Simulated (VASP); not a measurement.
# H6C2O in VASP: further runs, part 2 of 2

VASP 6.6.1.

**4. Relaxation of the atoms, PBE+D3(BJ)**

Contents of INCAR:

```
SYSTEM = H6C2O
ALGO = Normal
EDIFF = 1E-6
EDIFFG = -0.3
ENCUT = 520
GGA = PE
IBRION = 2
ISIF = 2
ISMEAR = -1
IVDW = 12
LASPH = .True.
LCHARG = .False.
LREAL = Auto
LWAVE = .False.
NELM = 60
NSW = 35
PREC = Accurate
SIGMA = 0.05
```

Contents of KPOINTS:

```
k-points
0
Gamma
  1 1 1
  0 0 0
```

Contents of POSCAR:

```
H6C2O
1.0
    7.9602190000      0.0000000000      0.0000000000
    0.0000000000      7.9602190000      0.0000000000
    0.0000000000      0.0000000000      7.9602190000
C O H
8 4 24
Direct
    0.9158859000      0.4690207000      0.0199892000
    0.7762737000      0.5933489000     -0.0135775000
    0.3558053000      0.5295039000      0.3712521000
    0.2782954000      0.3620548000      0.4162948000
    0.5830798000     -0.0422269000      0.8906870000
    0.7366915000      0.0690407000      0.9006261000
    0.1373539000      0.8798893000      0.3195503000
    0.0204179000      1.0287411000      0.3039002000
    0.6214533000      0.5082212000      0.0166412000
    0.2752794000      0.3517611000      0.5952199000
    0.8744651000     -0.0353734000      0.9480117000
   -0.1384070000      0.9781972000      0.3698487000
    0.5309487000      0.5872484000     -0.0046440000
    0.7893125000      0.7030195000      0.0693272000
    0.7831517000      0.6385356000     -0.1438913000
    1.0385931000      0.5270147000     -0.0010956000
    0.9094571000      0.4251157000      0.1497642000
    0.9033036000      0.3607083000     -0.0632014000
    0.2256168000      0.2444456000      0.6253269000
    0.1507226000      0.3531479000      0.3641732000
    0.3527353000      0.2590995000      0.3621677000
    0.3617201000      0.5451159000      0.2349209000
    0.2810958000      0.6315913000      0.4242352000
    0.4828689000      0.5376544000      0.4222321000
    0.9738157000      0.0351533000      0.9547107000
    0.7599471000      0.1290234000      0.7784292000
    0.7167310000      0.1694957000      0.9932608000
    0.4724994000      0.0308490000      0.8546755000
    0.6027682000     -0.1412586000      0.7978664000
    0.5596033000     -0.1008342000      1.0124432000
   -0.2144168000      1.0731739000      0.3602897000
    0.0709456000      1.1364797000      0.3739729000
    0.0091339000      1.0666425000      0.1715862000
    0.2619963000      0.9107870000      0.2708210000
    0.1492058000      0.8431298000      0.4511513000
    0.0874674000      0.7733754000      0.2490047000
```

Started as:

```console
$ cat potpaw_PBE.64/C/POTCAR potpaw_PBE.64/O/POTCAR potpaw_PBE.64/H/POTCAR > POTCAR
$ mpirun -np 1 vasp_gam > vasp.out
```

Run time: 2.5 min. Hardware: 1 thread of Intel Xeon Platinum 8259CL at 2.50GHz (Skylake/Cascade Lake), shared host; peak memory 0.52 GiB.

It converged, with:

* Free energy: -188.3322 eV
* Energy gained by relaxing: 0.6 meV/atom
* Ionic steps: 3
* Pressure after relaxing: 0.7 GPa
* Largest force after relaxing: 0.276 eV/Å
* Band gap on the k mesh: 4.20 eV
* Dispersion energy per atom: -0.029 eV

Forces in eV/Å, atoms in the order of the input:
```
C    0.114 -0.152  0.088
C   -0.085 -0.026 -0.026
C    0.189  0.161 -0.029
C   -0.002 -0.128  0.020
C   -0.146 -0.157  0.026
C    0.028  0.059 -0.087
C    0.068 -0.142  0.061
C   -0.132  0.084  0.003
O    0.034 -0.154  0.037
O    0.035  0.083  0.023
O   -0.056 -0.076 -0.231
O   -0.008 -0.065  0.054
H   -0.161  0.112 -0.086
H    0.021  0.026  0.007
H    0.019 -0.017  0.022
H    0.113  0.047 -0.018
H    0.051 -0.025  0.056
H    0.094  0.001 -0.039
H   -0.102 -0.220  0.089
H    0.035  0.130  0.002
H    0.013 -0.013 -0.012
H    0.030 -0.013  0.006
H    0.017 -0.033  0.045
H    0.086  0.025 -0.049
H    0.212  0.150 -0.095
H   -0.023  0.006 -0.037
H   -0.052  0.040  0.033
H   -0.095  0.091 -0.039
H   -0.062 -0.028 -0.080
H   -0.066  0.015  0.036
H   -0.162  0.133 -0.020
H   -0.061 -0.001  0.108
H   -0.003  0.055  0.193
H    0.062  0.002 -0.019
H   -0.005  0.028 -0.020
H    0.002  0.001 -0.024
```

Stress tensor (GPa, compression positive):
```
 0.89  0.03  0.17
 0.03  1.02 -0.08
 0.17 -0.08  0.19
```

Step by step:
| step | energy change (eV) | largest force (eV/Å) | pressure (GPa) |
| --- | --- | --- | --- |
| 1 | 0.0000 | 0.5383 | 0.94 |
| 2 | 0.0300 | 1.1921 | 0.35 |
| 3 | -0.0208 | 0.2763 | 0.70 |

Final structure:
```xyz
36
Lattice="7.9602 0.0000 0.0000 0.0000 7.9602 0.0000 0.0000 0.0000 7.9602" Properties=species:S:1:pos:R:3 pbc="T T T"
C     7.2915    3.7365    0.1584
C     6.1859    4.7221    7.8541
C     2.8310    4.2122    2.9567
C     2.2194    2.8902    3.3095
C     4.6404    7.6263    7.0883
C     5.8571    0.5494    7.1694
C     1.0912    7.0096    2.5414
C     0.1670    0.2258    2.4236
O     4.9383    4.0424    0.1332
O     2.1896    2.7966    4.7444
O     6.9680    7.6780    7.5429
O     6.8536    7.7884    2.9451
H     4.2258    4.6742    7.9224
H     6.2835    5.5970    0.5518
H     6.2344    5.0835    6.8129
H     0.3097    4.1961    7.9510
H     7.2401    3.3823    1.1968
H     7.1920    2.8687    7.4545
H     1.7956    1.9450    4.9795
H     1.1979    2.8131    2.8982
H     2.8097    2.0591    2.8816
H     2.8801    4.3393    1.8678
H     2.2377    5.0272    3.3780
H     3.8479    4.2805    3.3610
H     7.7527    0.2797    7.5979
H     6.0500    1.0283    6.1931
H     5.7044    1.3508    7.9076
H     3.7593    0.2475    6.8026
H     4.7974    6.8332    6.3479
H     4.4529    7.1562    0.1034
H     6.2517    0.5823    2.8681
H     0.5628    1.0857    2.9779
H     0.0722    0.5323    1.3671
H     2.0885    7.2500    2.1549
H     1.1878    6.7110    3.5948
H     0.6953    6.1533    1.9801
```

Levels at points of the mesh, in eV from the valence-band top:
```csv
k point,band 37,band 38,band 39,band 40,band 41,band 42,band 43,band 44
"(0.00, 0.00, 0.00)",-0.48,-0.38,-0.24,0.00,4.20,5.22,5.53,6.00
```

Caveat: the k points lie up to 0.79 Å⁻¹ apart; the relaxation stopped at a loose force limit of 0.3 eV/Å, so its end isn't a converged minimum.

**5. The runs side by side**

```tsv
task	cell	smearing	gap on the mesh (eV)	pressure (GPa)	largest force (eV/Å)
single point	as given, atomic positions A	fermi-dirac 0.002 eV	4.50	0.4	3.65
single point	as given, atomic positions B	fermi-dirac 0.002 eV	4.66	-0.9	2.28
relaxation of the atoms	atoms relaxed, atomic positions C	fermi-dirac 0.05 eV	4.20	0.7	0.28
```

Alike in all rows: level PBE+D3(BJ); potentials or basis VASP PAW PBE potentials, release 64 (C, O, H); no spin polarisation; k mesh 1 × 1 × 1; cutoff (eV) 520.

Caveats: all runs use coarse meshes; the atoms stand as in a frame of molecular dynamics (at least some runs); the relaxation stopped at a loose force limit of 0.3 eV/Å, so its end isn't a converged minimum (at least some runs).

Total energies depend on the potentials used, so only differences within one code and one set of settings carry meaning.
